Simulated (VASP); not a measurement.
Input of a VASP 6.6.1 run:

Contents of POSCAR:

```
Zn
1.0
    2.6187264646      0.0000000000      0.0000000000
   -1.3093632323      2.2678836439      0.0000000000
    0.0000000000      0.0000000000      4.8388970683
Zn
2
Direct
    0.3333333333      0.6666666667      0.2500000000
    0.6666666667      0.3333333333      0.7500000000
```

The input INCAR.step1:

```
PREC = Accurate
ENCUT = 520
ISMEAR = -1
SIGMA = 0.1
LREAL = False
LASPH = True
NELM = 80
NBANDS = 19
GGA = PE
ALGO = Normal
EDIFF = 1E-4
LWAVE = True
LCHARG = False
```

The input INCAR.step2:

```
PREC = Accurate
ENCUT = 520
EDIFF = 1E-6
ISMEAR = -1
SIGMA = 0.1
LREAL = False
LASPH = True
NELM = 80
ALGO = Normal
ISIF = 2
LWAVE = False
LCHARG = False
METAGGA = R2SCAN
LMIXTAU = True
NBANDS = 19
ISTART = 1
```

KPOINTS

```
regular mesh
0
Gamma
  8 8 4
```

Potentials or basis: VASP PAW PBE potentials, release 64 (Zn).

Command:

```sh
$ cat potpaw_PBE.64/Zn/POTCAR > POTCAR
$ cp INCAR.step1 INCAR
$ mpirun -np 1 vasp_std > vasp.out
$ cp INCAR.step2 INCAR
$ mpirun -np 1 vasp_std > vasp.out
```

Task: Predict the pressure.

Result: 0.8 GPa.

Task: What does it give for the band gap on the k mesh?

Result: Zero (band 12 reaches 4.80 eV, above the bottom of band 13 at 0.37 eV).

Stress tensor (GPa, compression positive):
```
 2.69  0.00  0.00
 0.00  2.69  0.00
 0.00  0.00 -2.95
```

Caveat: the PAW data sets were made with another functional, which shifts forces and pressure a little.
